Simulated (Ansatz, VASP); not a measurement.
# One calculation of Ga2SbP, two programs

File INCAR:

```
ALGO = Normal
EDIFF = 1E-7
ENCUT = 520
GGA = PE
ISIF = 2
ISMEAR = -1
LASPH = T
LCHARG = F
LREAL = F
LWAVE = F
NBANDS = 46
NELM = 60
PREC = Accurate
SIGMA = 0.02
```

KPOINTS

```
k-points
0
Gamma
  6 6 2
```

Contents of POSCAR:

```
Ga2SbP
1.0
    4.1004999376      0.0000000000      0.0000000000
    0.0000000000      4.1004999376      0.0000000000
    0.0000000000      0.0000000000     11.5583976816
P Ga Sb
2 4 2
Direct
    0.5000000000      0.0000000000      0.1114562508
    0.0000000000      0.5000000000      0.8885437492
    0.5000000000      0.5000000000      0.0000000000
    0.0000000000      0.0000000000      0.7766587209
    0.5000000000      0.5000000000      0.5000000000
    0.0000000000      0.0000000000      0.2233412791
    0.5000000000      0.0000000000      0.6378707674
    0.0000000000      0.5000000000      0.3621292326
```

Input for Ansatz:

```yaml
crystal:
  lattice:
    - [4.1004999376, 0.0, 0.0]
    - [0.0, 4.1004999376, 0.0]
    - [0.0, 0.0, 11.5583976816]
  atoms:
    - { symbol: P, position: [0.5, 0.0, 0.1114562508] }
    - { symbol: Ga, position: [0.5, 0.5, 0.0] }
    - { symbol: P, position: [0.0, 0.5, 0.8885437492] }
    - { symbol: Ga, position: [0.0, 0.0, 0.7766587209] }
    - { symbol: Sb, position: [0.5, 0.0, 0.6378707674] }
    - { symbol: Ga, position: [0.5, 0.5, 0.5] }
    - { symbol: Sb, position: [0.0, 0.5, 0.3621292326] }
    - { symbol: Ga, position: [0.0, 0.0, 0.2233412791] }
kpoints:
  mp_grid: { grid: [6, 6, 2] }
  band_path:
    path:
      - [[0.0, 0.0, 0.0], [0.0, 0.5, 0.0], [0.5, 0.5, -1.171582274642e-34], [0.0, 0.0, 0.0], [5.428761337575e-52, 0.0, 0.5], [5.428761337575e-52, 0.5, 0.5], [0.5, 0.5, 0.5], [5.428761337575e-52, 0.0, 0.5]]
      - [[0.0, 0.5, 0.0], [5.428761337575e-52, 0.5, 0.5]]
      - [[0.5, 0.5, -1.171582274642e-34], [0.5, 0.5, 0.5]]
    npoints: 10
hamiltonian:
  xc: pbe
scf:
  occupations: { method: fermi_dirac, width: 0.02 }
  n_extra_bands: 6
output:
  forces: true
  stress: true
  eigenvalues: true
```

Alike in both runs: task single point; functional PBE; k mesh 6 × 6 × 2; occupations fermi-dirac, width 0.02 eV; no spin polarisation.

|  | VASP | Ansatz |
| --- | --- | --- |
| version | VASP 6.6.1 | Ansatz 0.2.0 |
| potentials or method | VASP PAW PBE potentials, release 64 (P, Ga_d, Sb) | plane waves, PAW |
| plane-wave cutoff (eV) | 520 | 420 |
| valence electrons in the cell | 72 | 92 |

Ansatz gave:

* pressure (GPa): 2.1
* rms of the force components (eV/Å): 0.017

Problem. What did VASP give for the same quantities?

Solution. Pressure (GPa): 2.2; rms of the force components (eV/Å): 0.019.

VASP's potentials hold 72 valence electrons a cell and Ansatz's 92, so a difference there can come from the potentials and not from the codes.

Neither program's run includes spin-orbit coupling.
